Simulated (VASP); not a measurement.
BaH, 8 atoms in the cell. Symmetry: P6_3/mmc, No. 194, hexagonal system. The conventional cell has a = 4.207 Å, b = 4.207 Å, c = 13.137 Å, α = 90.00°, β = 90.00°, γ = 120.00°. Ba (site symmetry -3m) has 6 H at 2.88 Å within 3.8 Å. Ba (site symmetry -6m2) has 6 H at 2.99 Å within 3.9 Å. Within 4.0 Å of H (site symmetry 3m) lie 6 Ba at 2.88 to 2.99 Å and 4 H at 3.49 to 3.92 Å. The cell was generated, and may not be a known phase.

* Program: VASP 6.6.1
* Task: single point
* Functional: PBE
* Potentials or basis: VASP PAW PBE potentials, release 64 (Ba_sv, H)
* Cutoff: 520 eV
* k mesh: 6 × 6 × 2
* Occupations: gaussian, width 0.1 eV
* Spin: no spin polarisation
* Dipole correction: no
* Further INCAR settings: ALGO = Normal; EDIFF = 1e-06; NBANDS = 32

Potentials or basis: VASP PAW PBE potentials, release 64 (Ba_sv, H).

Launch:

```sh
$ cat potpaw_PBE.64/Ba_sv/POTCAR potpaw_PBE.64/H/POTCAR > POTCAR
$ mpirun -np 1 vasp_std > vasp.out
```

Hardware: 1 thread of Oxide Virtual Turin-like Processor, with other jobs on the host.

Problem. How long does it take, and how much memory?

Solution. Wall time 2.4 min on 1 thread of Oxide Virtual Turin-like Processor, with other jobs on the host, peak memory 0.31 GiB. Counts: scf iterations 13, k points 14.
